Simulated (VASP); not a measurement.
# Bi (Im-3m) in VASP: further runs

The runs below take Bi through relaxation of cell and atoms, single point, with BLYP+D3(BJ), r2SCAN+D4, revPBE.

All numbers are computed with VASP 6.6.1; they aren't measurements. Logs are shortened: lines on timing, memory, paths and dates and some standing lists are left out, and cuts for length are marked.

## (1) The cell of the first run

Symmetry: Im-3m, No. 229, cubic system. Conventional cell: a = 3.963 Å, b = 3.963 Å, c = 3.963 Å, α = 90.00°, β = 90.00°, γ = 90.00°. Within 4.5 Å of Bi (site symmetry m-3m) lie 14 Bi at 3.43 to 3.96 Å.

## (2) Relaxation of cell and atoms, BLYP+D3(BJ)

Input file INCAR:

```
SYSTEM = Bi
  PREC = Accurate
  ENCUT = 600
  EDIFF = 1E-6
  ISMEAR = -1
  SIGMA = 0.05
  LREAL = .FALSE.
  LASPH = .TRUE.
  NELM = 60
  ALGO = Normal
  ISIF = 3
  LWAVE = .FALSE.
  LCHARG = .FALSE.
  GGA = B5
  ALDAX = 1.0
  AGGAX = 1.0
  AGGAC = 1.0
  ALDAC = 0.0
  IVDW = 12
  VDW_S6 = 1.0
  VDW_S8 = 2.6996
  VDW_A1 = 0.4298
  VDW_A2 = 4.2359
  IBRION = 2
  NSW = 60
  EDIFFG = -0.01
```

Input file KPOINTS:

```
Automatic mesh
0
G
  9 9 9
  0 0 0
```

Input file POSCAR:

```
Bi
1.0
   -1.9814305318      1.9814305318      1.9814305318
    1.9814305318     -1.9814305318      1.9814305318
    1.9814305318      1.9814305318     -1.9814305318
Bi
1
Direct
    0.0000000000      0.0000000000      0.0000000000
```

Potentials or basis: VASP PAW PBE potentials, release 64 (Bi_d).

Command:

```console
$ cat potpaw_PBE.64/Bi_d/POTCAR > POTCAR
$ mpirun -np 1 vasp_std > vasp.out
```

OUTCAR:

```text
SYSTEM = Bi
   PREC = Accurate
   ENCUT = 600
   EDIFF = 1E-6
   ISMEAR = -1
   LREAL = .FALSE.
   LASPH = .TRUE.
   NELM = 60
   ISIF = 3
   GGA = B5
   IVDW = 12
   IBRION = 2
   NSW = 60
   EDIFFG = -0.01
 IVDW          = 12

 ion  position               nearest neighbor table
   1  0.000  0.000  0.000-

  LATTYP: Found a body centered cubic cell.
 ALAT       =     3.9628610636

  Lattice vectors:

 A1 = (  -1.9814305318,   1.9814305318,   1.9814305318)
 A2 = (   1.9814305318,  -1.9814305318,   1.9814305318)
 A3 = (   1.9814305318,   1.9814305318,  -1.9814305318)

Analysis of symmetry for initial positions (statically):
=====================================================================
 Subroutine PRICEL returns:
 Original cell was already a primitive cell.

 Routine SETGRP: Setting up the symmetry group for a
 body centered cubic supercell.

 Subroutine GETGRP returns: Found 48 space group operations
[... 9 lines left out ...]

 Routine SETGRP: Setting up the symmetry group for a
 body centered cubic supercell.

 Subroutine GETGRP returns: Found 48 space group operations
[... 11 lines left out ...]
                                     Primitive cell

  volume of cell :      31.1169

  direct lattice vectors                    reciprocal lattice vectors
    -1.981430532  1.981430532  1.981430532     0.000000000  0.252342937  0.252342937
     1.981430532 -1.981430532  1.981430532     0.252342937  0.000000000  0.252342937
     1.981430532  1.981430532 -1.981430532     0.252342937  0.252342937  0.000000000

  length of vectors
     3.431938353  3.431938353  3.431938353     0.356866804  0.356866804  0.356866804

  position of ions in fractional coordinates (direct lattice)
     0.000000000  0.000000000  0.000000000

  ion indices of the primitive-cell ions
   primitive index   ion index
                 1           1

----------------------------------------------------------------------------------------

 KPOINTS: Automatic mesh

Automatic generation of k-mesh.
 Grid dimensions read from file:
 generate k-points for:    9    9    9

 Generating k-lattice:

  Cartesian coordinates                     Fractional coordinates (reciprocal lattice)
     0.000000000  0.028038104  0.028038104     0.111111111  0.000000000  0.000000000
     0.028038104  0.000000000  0.028038104     0.000000000  0.111111111  0.000000000
     0.028038104  0.028038104  0.000000000     0.000000000  0.000000000  0.111111111

  Length of vectors
     0.039651867  0.039651867  0.039651867

  Shift w.r.t. Gamma in fractional coordinates (k-lattice)
     0.000000000  0.000000000  0.000000000

 Subroutine IBZKPT returns following result:
 ===========================================

 Found     35 irreducible k-points:

 Following reciprocal coordinates:
            Coordinates               Weight
  0.000000  0.000000  0.000000      1.000000
  0.111111  0.000000  0.000000     12.000000
  0.222222  0.000000  0.000000     12.000000
  0.333333  0.000000  0.000000     12.000000
  0.444444  0.000000  0.000000     12.000000
  0.111111  0.111111  0.000000     24.000000
[... 16 lines left out ...]
 -0.333333  0.444444  0.111111     48.000000
 -0.444444 -0.444444  0.111111     24.000000
 [... further k-points ...]
   k-points           NKPTS =     35   k-points in BZ     NKDIM =     35   number of bands    NBANDS=     11
   number of dos      NEDOS =    301   number of ions     NIONS =      1
   total plane-waves  NPLWV =  21952
   dimension x,y,z NGX =    28 NGY =   28 NGZ =   28
   dimension x,y,z NGXF=    56 NGYF=   56 NGZF=   56
   ions per type =               1
   NGX,Y,Z   is equivalent  to a cutoff of  13.56, 13.56, 13.56 a.u.
   NGXF,Y,Z  is equivalent  to a cutoff of  27.13, 27.13, 27.13 a.u.
 SYSTEM =  Bi
   PREC   = accura    normal or accurate (medium, high low for compatibility)
   ISTART =      0    job   : 0-new  1-cont  2-samecut
   ICHARG =      2    charge: 1-file 2-atom 10-const
   ISPIN  =      1    spin polarized calculation?
   LNONCOLLINEAR =      F non collinear calculations
   LSORBIT =      F    spin-orbit coupling
   LASPH  =      T    aspherical Exc in radial PAW
   ENCUT  =  600.0 eV  44.10 Ry    6.64 a.u.   6.85  6.85  6.85*2*pi/ulx,y,z
   NELM   =     60;   NELMIN=  2; NELMDL= -5     # of ELM steps
   EDIFF  = 0.1E-05   stopping-criterion for ELM
   LREAL  =      F    real-space projection
   EDIFFG = -.1E-01   stopping-criterion for IOM
   NSW    =     60    number of steps for IOM
   IBRION =      2    ionic relax: 0-MD 1-quasi-New 2-CG
   NFREE  =      1    steps in history (QN), initial steepest desc. (CG)
   ISIF   =      3    stress and relaxation
   ISYM   =      2    0-nonsym 1-usesym 2-fastsym
   POTIM  = 0.5000    time-step for ionic-motion
   TEBEG  =    0.0;   TEEND  =   0.0 temperature during run
   PSTRESS=    0.0 pullay stress
   NELECT =      15.0000    total number of electrons
   NUPDOWN=      -1.0000    fix difference up-down
   EMIN   =  10.00;   EMAX   =-10.00  energy-range for DOS
   EFERMI =   0.00;   METHOD = LEGACY
   ISMEAR =    -1;   SIGMA  =   0.05  broadening in eV -4-tet -1-fermi 0-gaus
   EFERMI_NEDOS =   21; number of points for ismear=-14 and -15
   IALGO  =     38    algorithm
   IMIX   =      4    mixing-type and parameters
     AMIX     =   0.40;   BMIX     =  1.00
     AMIX_MAG =   1.60;   BMIX_MAG =  1.00
  volume/ion in A,a.u.               =      31.12       209.99
  Fermi-wavevector in a.u.,A,eV,Ry     =   1.283630  2.425708 22.418388  1.647705
  Thomas-Fermi vector in A             =   2.415871
   LORBIT       =      0    0 simple, 1 ext, 2 COOP (PROOUT), +10 PAW based schemes
   GGA     = B5    functional components
   LHFCALC =     F    Hartree Fock is set to
   AEXX    =    0.0000 exact exchange contribution
   IVDW    =    12    specifies the selected vdW correction
   LEPSILON=     F    determine dielectric tensor
   LRPA    =     F    only Hartree local field effects (RPA)
 conjugate gradient relaxation of ions
 non-spin polarized calculation
  energy-cutoff  :      600.00
  volume of cell :       31.12
 maximum number of plane-waves:      1055
   NGX = 13   NGY = 13   NGZ = 13

--------------------------------------- Ionic step        1  -------------------------------------------

 number of electron      14.9999994 magnetization

 Free energy of the ion-electron system (eV)
  ---------------------------------------------------
  ext. energy  EPLUGINS =         0.00000000
  ---------------------------------------------------
  free energy    TOTEN  =        -2.93930244 eV

  energy without entropy =       -2.93553365  energy(sigma->0) =       -2.93741804

------------------------ aborting loop because EDIFF is reached ----------------------------------------

 Edisp (eV)   -1.22372

 E8    (eV) :    -0.9498

  FORCE on cell =-STRESS in cart. coord.  units (eV):
  Direction    XX          YY          ZZ          XY          YZ          ZX
  --------------------------------------------------------------------------------------
  -------------------------------------------------------------------------------------
  Total      -0.16460    -0.16460    -0.16460     0.00000     0.00000     0.00000
  in kB      -8.47506    -8.47506    -8.47506     0.00000     0.00000     0.00000
  external pressure =       -8.48 kB  Pullay stress =        0.00 kB
[... 98 lines left out ...]
  energy  without entropy=       -4.1605712091  energy(sigma->0) =       -4.16244619

--------------------------------------- Ionic step        4  -------------------------------------------

 number of electron      14.9999994 magnetization

 Free energy of the ion-electron system (eV)
  ---------------------------------------------------
  ext. energy  EPLUGINS =         0.00000000
  ---------------------------------------------------
  free energy    TOTEN  =        -2.92094844 eV

  energy without entropy =       -2.91719633  energy(sigma->0) =       -2.91907238

 E-fermi :   8.6775     XC(G=0):  -9.7462

 val. band max:        8.6439047900   @ k =   0.2222   0.0000   0.0000
 cond. band min:       8.6822024439   @ k =  -0.2222   0.2222   0.1111
 fundamental gap:      0.0382976540
 Fermi energy:         8.6774613323

 k-point     1 :       0.0000    0.0000    0.0000
  band No.  band energies     occupation
      1     -14.3606      2.00000
      2     -14.3606      2.00000
      3     -14.3606      2.00000
      4     -14.2199      2.00000
      5     -14.2199      2.00000
      6      -5.0366      2.00000
      7      13.6839      0.00000
      8      13.6839      0.00000
      9      13.6839      0.00000
     10      18.3902      0.00000
     11      19.3707      0.00000
[... 309 lines left out ...]
 k-point    24 :      -0.4444   -0.4444    0.1111
  band No.  band energies     occupation
      1     -14.3491      2.00000
      2     -14.3107      2.00000
      3     -14.2639      2.00000
      4     -14.2263      2.00000
      5     -14.1464      2.00000
      6      -1.5362      2.00000
      7       4.2522      2.00000
      8       7.7793      2.00000
      9      11.2535      0.00000
     10      16.3071      0.00000
     11      17.7551      0.00000

 [... further k-points ...]

------------------------ aborting loop because EDIFF is reached ----------------------------------------

 Edisp (eV)   -1.24337

 E8    (eV) :    -0.9648

  FORCE on cell =-STRESS in cart. coord.  units (eV):
  Direction    XX          YY          ZZ          XY          YZ          ZX
  --------------------------------------------------------------------------------------
  -------------------------------------------------------------------------------------
  Total      -0.00711    -0.00711    -0.00711    -0.00000     0.00000    -0.00000
  in kB      -0.37211    -0.37211    -0.37211    -0.00000     0.00000    -0.00000
  external pressure =       -0.37 kB  Pullay stress =        0.00 kB
[... 16 lines left out ...]
  FREE ENERGIE OF THE ION-ELECTRON SYSTEM (eV)
  ---------------------------------------------------
  free  energy   TOTEN  =        -4.1643148918 eV

  energy  without entropy=       -4.1605627800  energy(sigma->0) =       -4.16243884

 reached required accuracy - stopping structural energy minimisation
```

It took 42 s on 1 thread of AMD EPYC 9R45 (Zen 5), shared host; peak memory 0.14 GiB.

Results:

| Item | Value |
| --- | --- |
| Free energy | -4.1643 eV |
| Relaxed volume | 30.61 Å³/atom |
| Relaxed cell | a = 3.413 Å, b = 3.413 Å, c = 3.413 Å, α = 109.47°, β = 109.47°, γ = 109.47° |
| Space group after relaxing (to 0.05 Å) | Im-3m (No. 229) |
| Energy gained by relaxing | 1.3 meV/atom |
| Ionic steps | 4 |
| Pressure after relaxing | 0.0 GPa |
| Dispersion energy per atom | -1.243 eV |

Step by step:
| step | energy change (eV) | largest force (eV/Å) | pressure (GPa) | volume (Å³) |
| --- | --- | --- | --- | --- |
| 1 | 0.0000 | 0.0000 | -0.85 | 31.12 |
| 2 | -0.0009 | 0.0000 | 0.53 | 30.38 |
| 3 | -0.0013 | 0.0000 | -0.07 | 30.64 |
| 4 | -0.0013 | 0.0000 | -0.04 | 30.61 |

Final structure:
```
CELL_PARAMETERS angstrom
-1.97051 1.97051 1.97051
1.97051 -1.97051 1.97051
1.97051 1.97051 -1.97051
ATOMIC_POSITIONS crystal
Bi 0.00000 0.00000 0.00000
```

Caveat: the PAW data sets were made with another functional, which shifts forces and pressure a little; spin-orbit coupling is left out, which moves the levels of the heavy elements; pairwise dispersion overbinds metals, which lowers pressure and volume.

## (3) Relaxation of cell and atoms, r2SCAN+D4

POSCAR is that of step 2.

Input file INCAR.step1:

```
  PREC = Accurate
  ENCUT = 600
  ISMEAR = -1
  SIGMA = 0.05
  LREAL = F
  LASPH = T
  NELM = 80
  GGA = PE
  ALGO = Normal
  EDIFF = 1E-4
  LWAVE = T
  LCHARG = F
```

Input file INCAR.step2:

```
  PREC = Accurate
  ENCUT = 600
  EDIFF = 1E-6
  ISMEAR = -1
  SIGMA = 0.05
  LREAL = F
  LASPH = T
  NELM = 80
  ALGO = Normal
  ISIF = 3
  LWAVE = F
  LCHARG = F
  METAGGA = R2SCAN
  LMIXTAU = T
  IVDW = 13
  VDW_S6 = 1.0
  VDW_S8 = 0.6018749
  VDW_A1 = 0.51559235
  VDW_A2 = 5.77342911
  IBRION = 2
  NSW = 60
  EDIFFG = -0.01
  ISTART = 1
```

Input file KPOINTS:

```
Automatic mesh
0
Gamma
  9 9 9
```

Potentials or basis: VASP PAW PBE potentials, release 64 (Bi_d).

Command:

```console
$ cat potpaw_PBE.64/Bi_d/POTCAR > POTCAR
$ cp INCAR.step1 INCAR
$ mpirun -np 1 vasp_std > vasp.out
$ cp INCAR.step2 INCAR
$ mpirun -np 1 vasp_std > vasp.out
```

OUTCAR:

```text
PREC = Accurate
   ENCUT = 600
   EDIFF = 1E-6
   ISMEAR = -1
   LREAL = F
   LASPH = T
   NELM = 80
   ISIF = 3
   METAGGA = R2SCAN
   IVDW = 13
   IBRION = 2
   NSW = 60
   EDIFFG = -0.01
   ISTART = 1

 ion  position               nearest neighbor table
   1  0.000  0.000  0.000-

  LATTYP: Found a body centered cubic cell.
 ALAT       =     3.9628610636

  Lattice vectors:

 A1 = (  -1.9814305318,   1.9814305318,   1.9814305318)
 A2 = (   1.9814305318,  -1.9814305318,   1.9814305318)
 A3 = (   1.9814305318,   1.9814305318,  -1.9814305318)

Analysis of symmetry for initial positions (statically):
=====================================================================
 Subroutine PRICEL returns:
 Original cell was already a primitive cell.

 Routine SETGRP: Setting up the symmetry group for a
 body centered cubic supercell.

 Subroutine GETGRP returns: Found 48 space group operations
[... 9 lines left out ...]

 Routine SETGRP: Setting up the symmetry group for a
 body centered cubic supercell.

 Subroutine GETGRP returns: Found 48 space group operations
[... 11 lines left out ...]
                                     Primitive cell

  volume of cell :      31.1169

  direct lattice vectors                    reciprocal lattice vectors
    -1.981430532  1.981430532  1.981430532     0.000000000  0.252342937  0.252342937
     1.981430532 -1.981430532  1.981430532     0.252342937  0.000000000  0.252342937
     1.981430532  1.981430532 -1.981430532     0.252342937  0.252342937  0.000000000

  length of vectors
     3.431938353  3.431938353  3.431938353     0.356866804  0.356866804  0.356866804

  position of ions in fractional coordinates (direct lattice)
     0.000000000  0.000000000  0.000000000

  ion indices of the primitive-cell ions
   primitive index   ion index
                 1           1

----------------------------------------------------------------------------------------

 KPOINTS: Automatic mesh

Automatic generation of k-mesh.
 Grid dimensions read from file:
[... 75 lines left out ...]
   PSTRESS=    0.0 pullay stress
   NELECT =      15.0000    total number of electrons
   NUPDOWN=      -1.0000    fix difference up-down
   EMIN   =  10.00;   EMAX   =-10.00  energy-range for DOS
   EFERMI =   0.00;   METHOD = LEGACY
   ISMEAR =    -1;   SIGMA  =   0.05  broadening in eV -4-tet -1-fermi 0-gaus
   EFERMI_NEDOS =   21; number of points for ismear=-14 and -15
   IALGO  =     38    algorithm
   IMIX   =      4    mixing-type and parameters
     AMIX     =   0.40;   BMIX     =  1.00
     AMIX_MAG =   1.60;   BMIX_MAG =  1.00
  volume/ion in A,a.u.               =      31.12       209.99
  Fermi-wavevector in a.u.,A,eV,Ry     =   1.283630  2.425708 22.418388  1.647705
  Thomas-Fermi vector in A             =   2.415871
   LORBIT       =      0    0 simple, 1 ext, 2 COOP (PROOUT), +10 PAW based schemes
   METAGGA = R2SCAN    functional components
   LHFCALC =     F    Hartree Fock is set to
   AEXX    =    0.0000 exact exchange contribution
   IVDW    =    13    specifies the selected vdW correction
   LEPSILON=     F    determine dielectric tensor
   LRPA    =     F    only Hartree local field effects (RPA)
 conjugate gradient relaxation of ions
 non-spin polarized calculation
  energy-cutoff  :      600.00
  volume of cell :       31.12
 maximum number of plane-waves:      1055
   NGX = 13   NGY = 13   NGZ = 13

--------------------------------------- Ionic step        1  -------------------------------------------

 number of electron      14.9999994 magnetization

 Free energy of the ion-electron system (eV)
  ---------------------------------------------------
  ext. energy  EPLUGINS =         0.00000000
  ---------------------------------------------------
  free energy    TOTEN  =       -58.28832505 eV

  energy without entropy =      -58.28456704  energy(sigma->0) =      -58.28644605

------------------------ aborting loop because EDIFF is reached ----------------------------------------

  DFT-D4 for vdW energy calculation

  Edisp (eV):   -0.17645
[... 69 lines left out ...]
--------------------------------------- Ionic step        3  -------------------------------------------

 number of electron      14.9999993 magnetization

 Free energy of the ion-electron system (eV)
  ---------------------------------------------------
  ext. energy  EPLUGINS =         0.00000000
  ---------------------------------------------------
  free energy    TOTEN  =       -58.28710675 eV

  energy without entropy =      -58.28316823  energy(sigma->0) =      -58.28513749

 E-fermi :   8.1128     XC(G=0): -11.1317

 val. band max:        8.0730188513   @ k =   0.2222   0.0000   0.0000
 cond. band min:       8.1267984221   @ k =  -0.2222   0.2222   0.1111
 fundamental gap:      0.0537795708
 Fermi energy:         8.1127719271

 k-point     1 :       0.0000    0.0000    0.0000
  band No.  band energies     occupation
      1     -15.7546      2.00000
      2     -15.7546      2.00000
      3     -15.7546      2.00000
      4     -15.6056      2.00000
      5     -15.6056      2.00000
      6      -6.2186      2.00000
      7      13.4430      0.00000
      8      13.4430      0.00000
      9      13.4430      0.00000
     10      18.3008      0.00000
     11      19.2821      0.00000
[... 309 lines left out ...]
 k-point    24 :      -0.4444   -0.4444    0.1111
  band No.  band energies     occupation
      1     -15.7426      2.00000
      2     -15.7027      2.00000
      3     -15.6536      2.00000
      4     -15.6114      2.00000
      5     -15.5248      2.00000
      6      -2.4290      2.00000
      7       3.3551      2.00000
      8       7.0876      2.00000
      9      10.8294      0.00000
     10      15.9966      0.00000
     11      17.5253      0.00000

 [... further k-points ...]

------------------------ aborting loop because EDIFF is reached ----------------------------------------

  DFT-D4 for vdW energy calculation

  Edisp (eV):   -0.17863
[... 24 lines left out ...]
  FREE ENERGIE OF THE ION-ELECTRON SYSTEM (eV)
  ---------------------------------------------------
  free  energy   TOTEN  =       -58.4657383217 eV

  energy  without entropy=      -58.4617998055  energy(sigma->0) =      -58.46376906

 reached required accuracy - stopping structural energy minimisation
```

OUTCAR.step1:

```text
PREC = Accurate
   ENCUT = 600
   ISMEAR = -1
   LREAL = F
   LASPH = T
   NELM = 80
[... 549 lines left out ...]

 POSITION                                       TOTAL-FORCE (eV/Angst)
 -----------------------------------------------------------------------------------
      0.00000      0.00000      0.00000        -0.000000     -0.000000      0.000000
 -----------------------------------------------------------------------------------
    total drift:                                0.000000      0.000000      0.000000

  FREE ENERGIE OF THE ION-ELECTRON SYSTEM (eV)
  ---------------------------------------------------
  free  energy   TOTEN  =        -3.7699262920 eV

  energy  without entropy=       -3.7658056049  energy(sigma->0) =       -3.76786595
```

It took 91 s on 1 thread of AMD EPYC 9R45 (Zen 5), shared host; peak memory 0.15 GiB.

What came out:

- Free energy: -58.4657 eV
- Relaxed volume: 30.72 Å³/atom
- Relaxed cell: a = 3.417 Å, b = 3.417 Å, c = 3.417 Å, α = 109.47°, β = 109.47°, γ = 109.47°
- Space group after relaxing (to 0.05 Å): Im-3m (No. 229)
- Energy gained by relaxing: 1.0 meV/atom
- Ionic steps: 3
- Pressure after relaxing: 0.0 GPa
- Dispersion energy per atom: -0.179 eV

The path:
```csv
step,energy change (eV),largest force (eV/Å),pressure (GPa),volume (Å³)
1,0.0000,0.0000,-0.77,31.12
2,-0.0005,0.0000,0.53,30.45
3,-0.0010,0.0000,0.01,30.72
```

Final structure:
```cif
data_structure
_symmetry_space_group_name_H-M 'P 1'
_symmetry_Int_Tables_number 1
_cell_length_a 3.4171
_cell_length_b 3.4171
_cell_length_c 3.4171
_cell_angle_alpha 109.471
_cell_angle_beta 109.471
_cell_angle_gamma 109.471
_cell_volume 30.72
loop_
_atom_site_label
_atom_site_type_symbol
_atom_site_fract_x
_atom_site_fract_y
_atom_site_fract_z
_atom_site_occupancy
Bi1 Bi 0.00000 0.00000 0.00000 1
```

Caveat: the PAW data sets were made with another functional, which shifts forces and pressure a little; spin-orbit coupling is left out, which moves the levels of the heavy elements; pairwise dispersion overbinds metals, which lowers pressure and volume.

(Part 1 of 2 ends here.)
